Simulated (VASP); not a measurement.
# CO2 (P6/mmm) in VASP: notebook

The runs below take CO2 through relaxation of cell and atoms, with PBE.

Program: VASP 6.6.1. These are calculated values, not measurements. Logs are shortened: lines on timing, memory, paths and dates and some standing lists are left out, and cuts for length are marked.

## 1. The cell of the first run

It takes space group P6/mmm (No. 191, hexagonal). The conventional cell has a = 2.860 Å, b = 2.860 Å, c = 3.146 Å, α = 90.00°, β = 90.00°, γ = 120.00°. C (site symmetry 6/mmm) has 12 O at 2.28 Å and 6 C at 2.86 Å within 3.0 Å. O (site symmetry -6m2) has 3 O at 1.65 Å and 6 C at 2.28 Å within 2.3 Å.

## 2. Relaxation of cell and atoms, PBE, target pressure 5 GPa, at which the enthalpy is minimised

INCAR

```
  PREC = Accurate
  ENCUT = 600
  EDIFF = 1E-7
  ISMEAR = 1
  SIGMA = 0.01
  LREAL = F
  LASPH = T
  NELM = 80
  ALGO = Normal
  ISIF = 3
  LWAVE = F
  LCHARG = F
  GGA = PE
  IBRION = 2
  NSW = 60
  EDIFFG = -0.02
  PSTRESS = 50.0
```

KPOINTS

```
regular mesh
0
Gamma
  9 9 7
```

POSCAR

```
CO2
1.0
    2.8600000000      0.0000000000      0.0000000000
   -1.4300000000      2.4768326548      0.0000000000
    0.0000000000      0.0000000000      3.1460000000
C O
1 2
Direct
    0.0000000000      0.0000000000      0.0000000000
    0.3333333333      0.6666666667      0.5000000000
    0.6666666667      0.3333333333      0.5000000000
```

Potentials or basis: VASP PAW PBE potentials, release 64 (C, O).

Started as:

```console
cat potpaw_PBE.64/C/POTCAR potpaw_PBE.64/O/POTCAR > POTCAR
mpirun -np 1 vasp_std > vasp.out
```

OUTCAR:

```text
PREC = Accurate
   ENCUT = 600
   EDIFF = 1E-7
   ISMEAR = 1
   LREAL = F
   LASPH = T
   NELM = 80
   ISIF = 3
   GGA = PE
   IBRION = 2
   NSW = 60
   EDIFFG = -0.02
   PSTRESS = 50.0

 ion  position               nearest neighbor table
   1  0.000  0.000  0.000-
   2  0.333  0.667  0.500-   3 1.65   3 1.65   3 1.65
   3  0.667  0.333  0.500-   2 1.65   2 1.65   2 1.65

  LATTYP: Found a hexagonal cell.
 ALAT       =     2.8600000000
 C/A-ratio  =     1.1000000000

  Lattice vectors:

 A1 = (   2.8600000000,   0.0000000000,   0.0000000000)
 A2 = (  -1.4300000000,   2.4768326548,   0.0000000000)
 A3 = (   0.0000000000,   0.0000000000,   3.1460000000)

Analysis of symmetry for initial positions (statically):
=====================================================================
 Subroutine PRICEL returns:
 Original cell was already a primitive cell.

 Routine SETGRP: Setting up the symmetry group for a
 hexagonal supercell.

 Subroutine GETGRP returns: Found 24 space group operations
 (whereof 24 operations were pure point group operations)
 out of a pool of 24 trial point group operations.

The static configuration has the point symmetry D_6h.

Analysis of symmetry for dynamics (positions and initial velocities):
=====================================================================
 Subroutine PRICEL returns:
 Original cell was already a primitive cell.

 Routine SETGRP: Setting up the symmetry group for a
 hexagonal supercell.

 Subroutine GETGRP returns: Found 24 space group operations
 (whereof 24 operations were pure point group operations)
 out of a pool of 24 trial point group operations.

The dynamic configuration has the point symmetry D_6h.

 Subroutine INISYM returns: Found 24 space group operations
 (whereof 24 operations are pure point group operations),
 and found     1 'primitive' translations

----------------------------------------------------------------------------------------

                                     Primitive cell

  volume of cell :      22.2855

  direct lattice vectors                    reciprocal lattice vectors
     2.860000000  0.000000000  0.000000000     0.349650350  0.201870723  0.000000000
    -1.430000000  2.476832655  0.000000000     0.000000000  0.403741447  0.000000000
     0.000000000  0.000000000  3.146000000     0.000000000  0.000000000  0.317863954

  length of vectors
     2.860000000  2.860000000  3.146000000     0.403741447  0.403741447  0.317863954

  position of ions in fractional coordinates (direct lattice)
     0.000000000  0.000000000  0.000000000
     0.333333333  0.666666667  0.500000000
     0.666666667  0.333333333  0.500000000

  ion indices of the primitive-cell ions
   primitive index   ion index
                 1           1
                 2           2
                 3           3

----------------------------------------------------------------------------------------

 KPOINTS: regular mesh

Automatic generation of k-mesh.
 Grid dimensions read from file:
 generate k-points for:    9    9    7

 Generating k-lattice:

  Cartesian coordinates                     Fractional coordinates (reciprocal lattice)
     0.038850039  0.022430080  0.000000000     0.111111111 -0.000000000  0.000000000
     0.000000000  0.044860161  0.000000000     0.000000000  0.111111111  0.000000000
     0.000000000  0.000000000  0.045409136     0.000000000  0.000000000  0.142857143

  Length of vectors
     0.044860161  0.044860161  0.045409136

  Shift w.r.t. Gamma in fractional coordinates (k-lattice)
     0.000000000  0.000000000  0.000000000

 Subroutine IBZKPT returns following result:
 ===========================================

 Found     48 irreducible k-points:

 Following reciprocal coordinates:
            Coordinates               Weight
  0.000000  0.000000  0.000000      1.000000
  0.111111 -0.000000  0.000000      6.000000
  0.222222 -0.000000  0.000000      6.000000
  0.333333 -0.000000  0.000000      6.000000
  0.444444 -0.000000  0.000000      6.000000
  0.111111  0.111111  0.000000      6.000000
[... 16 lines left out ...]
  0.333333  0.222222  0.142857     24.000000
  0.333333  0.333333  0.142857      4.000000
 [... further k-points ...]
   k-points           NKPTS =     48   k-points in BZ     NKDIM =     48   number of bands    NBANDS=     12
   number of dos      NEDOS =    301   number of ions     NIONS =      3
   total plane-waves  NPLWV =  16128
   dimension x,y,z NGX =    24 NGY =   24 NGZ =   28
   dimension x,y,z NGXF=    48 NGYF=   48 NGZF=   56
   ions per type =               1   2
   NGX,Y,Z   is equivalent  to a cutoff of  13.95, 13.95, 14.80 a.u.
   NGXF,Y,Z  is equivalent  to a cutoff of  27.90, 27.90, 29.59 a.u.
 SYSTEM =  unknown system
   PREC   = accura    normal or accurate (medium, high low for compatibility)
   ISTART =      0    job   : 0-new  1-cont  2-samecut
   ICHARG =      2    charge: 1-file 2-atom 10-const
   ISPIN  =      1    spin polarized calculation?
   LNONCOLLINEAR =      F non collinear calculations
   LSORBIT =      F    spin-orbit coupling
   LASPH  =      T    aspherical Exc in radial PAW
   ENCUT  =  600.0 eV  44.10 Ry    6.64 a.u.   5.71  5.71  6.28*2*pi/ulx,y,z
   NELM   =     80;   NELMIN=  2; NELMDL= -5     # of ELM steps
   EDIFF  = 0.1E-06   stopping-criterion for ELM
   LREAL  =      F    real-space projection
   EDIFFG = -.2E-01   stopping-criterion for IOM
   NSW    =     60    number of steps for IOM
   IBRION =      2    ionic relax: 0-MD 1-quasi-New 2-CG
   NFREE  =      1    steps in history (QN), initial steepest desc. (CG)
   ISIF   =      3    stress and relaxation
   ISYM   =      2    0-nonsym 1-usesym 2-fastsym
   POTIM  = 0.5000    time-step for ionic-motion
   TEBEG  =    0.0;   TEEND  =   0.0 temperature during run
   PSTRESS=   50.0 pullay stress
   NELECT =      16.0000    total number of electrons
   NUPDOWN=      -1.0000    fix difference up-down
   EMIN   =  10.00;   EMAX   =-10.00  energy-range for DOS
   EFERMI =   0.00;   METHOD = LEGACY
   ISMEAR =     1;   SIGMA  =   0.01  broadening in eV -4-tet -1-fermi 0-gaus
   EFERMI_NEDOS =   21; number of points for ismear=-14 and -15
   IALGO  =     38    algorithm
   IMIX   =      4    mixing-type and parameters
     AMIX     =   0.40;   BMIX     =  1.00
     AMIX_MAG =   1.60;   BMIX_MAG =  1.00
  volume/ion in A,a.u.               =       7.43        50.13
  Fermi-wavevector in a.u.,A,eV,Ry     =   1.465911  2.770171 29.237503  2.148896
  Thomas-Fermi vector in A             =   2.581712
   LORBIT       =      0    0 simple, 1 ext, 2 COOP (PROOUT), +10 PAW based schemes
   GGA     = PE    functional components
   LHFCALC =     F    Hartree Fock is set to
   AEXX    =    0.0000 exact exchange contribution
   IVDW    =     0    specifies the selected vdW correction
   LEPSILON=     F    determine dielectric tensor
   LRPA    =     F    only Hartree local field effects (RPA)
 conjugate gradient relaxation of ions
 non-spin polarized calculation
 Methfessel and Paxton  Order N= 1 SIGMA  =   0.01
  energy-cutoff  :      600.00
  volume of cell :       22.29
 maximum number of plane-waves:       757
 NGX is ok and might be reduce to    24
   NGX = 11   NGY = 11   NGZ = 13

--------------------------------------- Ionic step        1  -------------------------------------------

 number of electron      15.9999997 magnetization

 Free energy of the ion-electron system (eV)
  ---------------------------------------------------
  ext. energy  EPLUGINS =         0.00000000
  ---------------------------------------------------
  free energy    TOTEN  =        -8.17889650 eV

  energy without entropy =       -8.17884934  energy(sigma->0) =       -8.17888078

------------------------ aborting loop because EDIFF is reached ----------------------------------------

  FORCE on cell =-STRESS in cart. coord.  units (eV):
  Direction    XX          YY          ZZ          XY          YZ          ZX
  --------------------------------------------------------------------------------------
  -------------------------------------------------------------------------------------
  Total       11.9648627     11.9648627      2.0406354     -0.0000000      0.0000000      0.0000000
  in kB      860.1949441    860.1949440    146.7082667     -0.0000000      0.0000000      0.0000000
  external PRESSURE =     572.3660516 kB  Pullay stress =      50.0000000 kB
[... 96 lines left out ...]
  FREE ENERGIE OF THE ION-ELECTRON SYSTEM (eV)
  ---------------------------------------------------
  free  energy   TOTEN  =        -9.7200546650 eV

  energy  without entropy=       -9.7198761351  energy(sigma->0) =       -9.71999516

  enthalpy is  TOTEN    =        -8.8177284845 eV   P V=        0.9023261805

 E-fermi :   2.8764     XC(G=0): -11.5624

 val. band max:        2.8501697873   @ k =   0.1111   0.1111   0.1429
 cond. band min:       2.8776460630   @ k =   0.2222   0.1111   0.0000
 fundamental gap:      0.0274762756
 Fermi energy:         2.8763561504

 k-point     1 :       0.0000    0.0000    0.0000
  band No.  band energies     occupation
      1     -17.7867      2.00000
      2     -11.8507      2.00000
      3      -5.1707      2.00000
      4      -1.9116      2.00000
      5      -1.9116      2.00000
      6       0.1963      2.00000
      7       0.4838      2.00000
      8       0.4838      2.00000
      9       3.4623      0.00000
     10       6.4660      0.00000
     11       6.4660      0.00000
     12       6.4903      0.00000
[... 331 lines left out ...]
 k-point    24 :       0.3333    0.3333    0.1429
  band No.  band energies     occupation
      1     -15.0431      2.00000
      2     -15.0431      2.00000
      3      -7.9097      2.00000
      4      -0.6348      2.00000
      5      -0.0499      2.00000
      6      -0.0499      2.00000
      7       1.4495      2.00000
      8       1.4495      2.00000
      9       4.7688      0.00000
     10       4.9061      0.00000
     11       5.2916      0.00000
     12       5.2916      0.00000

 [... further k-points ...]

[... ionic steps 4 to 10 ...]

--------------------------------------- Ionic step       11  -------------------------------------------

 number of electron      15.9999996 magnetization

------------------------ aborting loop because EDIFF is reached ----------------------------------------

  FORCE on cell =-STRESS in cart. coord.  units (eV):
  Direction    XX          YY          ZZ          XY          YZ          ZX
  --------------------------------------------------------------------------------------
  -------------------------------------------------------------------------------------
  Total        0.6751137      0.6751137      0.9297913      0.0000000      0.0000000     -0.0000000
  in kB       43.6280877     43.6280877     60.0861997      0.0000000      0.0000000     -0.0000000
  external PRESSURE =      -0.8858750 kB  Pullay stress =      50.0000000 kB
[... 63 lines left out ...]
  enthalpy is  TOTEN    =        -9.4049503436 eV   P V=        0.7727434029

--------------------------------------- Ionic step       13  -------------------------------------------

 number of electron      15.9999997 magnetization

 Free energy of the ion-electron system (eV)
  ---------------------------------------------------
  ext. energy  EPLUGINS =         0.00000000
  ---------------------------------------------------
  free energy    TOTEN  =       -10.17917330 eV

  energy without entropy =      -10.17914719  energy(sigma->0) =      -10.17916459

 E-fermi :   3.6646     XC(G=0): -11.8893

 val. band max:        3.6640819517   @ k =   0.4444  -0.0000   0.4286
 cond. band min:       3.6782955114   @ k =   0.2222   0.1111   0.0000
 fundamental gap:      0.0142135597
 Fermi energy:         3.6645693652

 k-point     1 :       0.0000    0.0000    0.0000
  band No.  band energies     occupation
      1     -17.6951      2.00000
      2     -11.0751      2.00000
      3      -4.3358      2.00000
      4      -1.5793      2.00000
      5      -1.5793      2.00000
      6       0.6730      2.00000
      7       0.9743      2.00000
      8       0.9743      2.00000
      9       4.2263      0.00000
     10       7.4874      0.00000
     11       7.4874      0.00000
     12       7.5058      0.00000
[... 331 lines left out ...]
 k-point    24 :       0.3333    0.3333    0.1429
  band No.  band energies     occupation
      1     -14.6813      2.00000
      2     -14.6813      2.00000
      3      -7.6241      2.00000
      4       0.0575      2.00000
      5       0.5359      2.00000
      6       0.5359      2.00000
      7       2.0271      2.00000
      8       2.0271      2.00000
      9       5.6040      0.00000
     10       5.8078      0.00000
     11       6.1960      0.00000
     12       6.1960      0.00000

 [... further k-points ...]

------------------------ aborting loop because EDIFF is reached ----------------------------------------

  FORCE on cell =-STRESS in cart. coord.  units (eV):
  Direction    XX          YY          ZZ          XY          YZ          ZX
  --------------------------------------------------------------------------------------
  -------------------------------------------------------------------------------------
  Total        0.7929073      0.7929073      0.8126721      0.0000000      0.0000000      0.0000000
  in kB       51.2354923     51.2354923     52.5126390      0.0000000      0.0000000      0.0000000
  external PRESSURE =       1.6612079 kB  Pullay stress =      50.0000000 kB
[... 18 lines left out ...]
  FREE ENERGIE OF THE ION-ELECTRON SYSTEM (eV)
  ---------------------------------------------------
  free  energy   TOTEN  =       -10.1791732954 eV

  energy  without entropy=      -10.1791471875  energy(sigma->0) =      -10.17916459

  enthalpy is  TOTEN    =        -9.4053861142 eV   P V=        0.7737871812

 reached required accuracy - stopping structural energy minimisation
```

Run time: 3.8 min. Hardware: 1 thread of Intel Xeon 8259CL, shared host; peak memory 0.15 GiB.

What came out:

```yaml
Free_energy: -10.1792 eV
Relaxed_volume: 8.26 Å³/atom
Relaxed_cell: a = 3.330 Å, b = 3.330 Å, c = 2.582 Å, α = 90.00°, β = 90.00°, γ = 120.00°
Space_group_after_relaxing_to_0.1_Å: P6/mmm (No. 191)
Energy_change_on_relaxing_the_run_minimises_the_enthalpy: -666.8 meV/atom
Ionic_steps: 13
Pressure_after_relaxing: 5.2 GPa
Band_gap_on_the_k_mesh: zero (bands 8 and 9 overlap by 0.92 eV)
```

Step by step:
```tsv
step	energy change (eV)	largest force (eV/Å)	pressure (GPa)	volume (Å³)
1	0.0000	0.0000	62.24	22.29
2	-1.5023	0.0000	-13.37	31.77
3	-1.5412	0.0000	-1.53	28.91
4	-1.5485	0.0000	-2.44	29.12
5	-1.8261	0.0000	-4.25	28.14
6	-1.9903	0.0000	-5.01	26.99
7	-1.7775	0.0000	1.59	24.22
8	-1.9847	0.0000	-3.71	25.99
9	-2.0004	0.0000	-4.48	26.38
10	-1.9446	0.0000	12.83	23.78
11	-1.9998	0.0000	4.91	24.79
12	-1.9988	0.0000	5.13	24.76
13	-2.0003	0.0000	5.17	24.79
```

Final structure:
```
C O
1.0
     3.32976    0.00000    0.00000
    -1.66488    2.88366    0.00000
     0.00000    0.00000    2.58230
C O
1 2
Cartesian
  3.3298 0.0000 2.5823
  0.0000 1.9224 1.2911
  1.6649 0.9612 1.2911
```

Levels at points of the mesh, in eV from the Fermi level:
```
           k point  band 5  band 6  band 7  band 8  band 9  band 10  band 11  band 12
(0.00, 0.00, 0.00)   -5.24   -2.99   -2.69   -2.69    0.56     3.82     3.82     3.84
```

Caveat: the cell is relaxed towards a set pressure, so the run minimises the enthalpy, not the energy; a cell axis changed by over 15 % at a fixed basis, so the end point is rough.

## 3. Relaxation of cell and atoms, PBE, target pressure 10 GPa, at which the enthalpy is minimised

INCAR

```
ALGO     = Normal         # electronic algorithm
EDIFF    = 1E-7           # SCF threshold, eV
EDIFFG   = -0.02          # ionic threshold
ENCUT    = 600            # plane-wave cutoff, eV
GGA      = PE             # functional
IBRION   = 2              # ionic algorithm
ISIF     = 3              # what is computed and relaxed
ISMEAR   = 1              # smearing method
LASPH    = True           # aspherical terms in the spheres
LCHARG   = False          # write CHGCAR
LREAL    = False          # projectors in reciprocal space
LWAVE    = False          # write WAVECAR
NELM     = 100            # most SCF steps
NSW      = 60             # ionic steps
PREC     = Accurate       # precision mode
PSTRESS  = 100.0        
SIGMA    = 0.01           # smearing width, eV
```

KPOINTS

```
k-points
0
Gamma
  9 9 7
```

POSCAR is that of step 2.

Potentials or basis: VASP PAW PBE potentials, release 64 (C, O).

Started as:

```console
cat potpaw_PBE.64/C/POTCAR potpaw_PBE.64/O/POTCAR > POTCAR
mpirun -np 1 vasp_std > vasp.out
```

It took 4.2 min on 1 thread of Intel Xeon 8259CL, shared host; peak memory 0.15 GiB.

Results (log left out):

```yaml
Free_energy: -10.1493 eV
Relaxed_volume: 8.05 Å³/atom
Relaxed_cell: a = 3.308 Å, b = 3.308 Å, c = 2.548 Å, α = 90.00°, β = 90.00°, γ = 120.00°
Space_group_after_relaxing_to_0.1_Å: P6/mmm (No. 191)
Energy_change_on_relaxing_the_run_minimises_the_enthalpy: -656.8 meV/atom
Ionic_steps: 14
Pressure_after_relaxing: 9.7 GPa
Band_gap_on_the_k_mesh: zero (bands 8 and 9 overlap by 0.93 eV)
```

The path:
| step | energy change (eV) | largest force (eV/Å) | pressure (GPa) | volume (Å³) |
| --- | --- | --- | --- | --- |
| 1 | 0.0000 | 0.0000 | 62.24 | 22.29 |
| 2 | -1.5762 | 0.0000 | -10.77 | 30.83 |
| 3 | -1.5410 | 0.0000 | 1.51 | 28.22 |
| 4 | -1.8540 | 0.0000 | -0.26 | 27.18 |
| 5 | -1.6944 | 0.0000 | 9.89 | 23.06 |
| 6 | -1.8715 | 0.0000 | 4.73 | 24.13 |
| 7 | -2.0150 | 0.0000 | -0.37 | 25.77 |
| 8 | -2.0023 | 0.0000 | 0.53 | 25.34 |
| 9 | -1.8682 | 0.0000 | 19.33 | 23.01 |
| 10 | -1.9614 | 0.0000 | 9.90 | 24.04 |
| 11 | -1.9598 | 0.0000 | 10.11 | 24.02 |
| 12 | -1.9645 | 0.0000 | 10.40 | 24.06 |
| 13 | -1.9648 | 0.0000 | 10.43 | 24.06 |
| 14 | -1.9704 | 0.0000 | 9.73 | 24.15 |

Final structure:
```cif
data_structure
_symmetry_space_group_name_H-M 'P 1'
_symmetry_Int_Tables_number 1
_cell_length_a 3.3079
_cell_length_b 3.3079
_cell_length_c 2.5484
_cell_angle_alpha 90.000
_cell_angle_beta 90.000
_cell_angle_gamma 120.000
_cell_volume 24.15
loop_
_atom_site_label
_atom_site_type_symbol
_atom_site_fract_x
_atom_site_fract_y
_atom_site_fract_z
_atom_site_occupancy
C1 C 0.00000 0.00000 0.00000 1
O1 O 0.33333 0.66667 0.50000 1
O2 O 0.66667 0.33333 0.50000 1
```

Levels at points of the mesh, in eV from the Fermi level:
```
           k point  band 6  band 7  band 8  band 9  band 10  band 11
(0.00, 0.00, 0.00)   -3.02   -2.83   -2.83    0.60     3.95     3.95
```

Caveat: the cell is relaxed towards a set pressure, so the run minimises the enthalpy, not the energy; a cell axis changed by over 15 % at a fixed basis, so the end point is rough.

(Continued in part 2 of 2.)
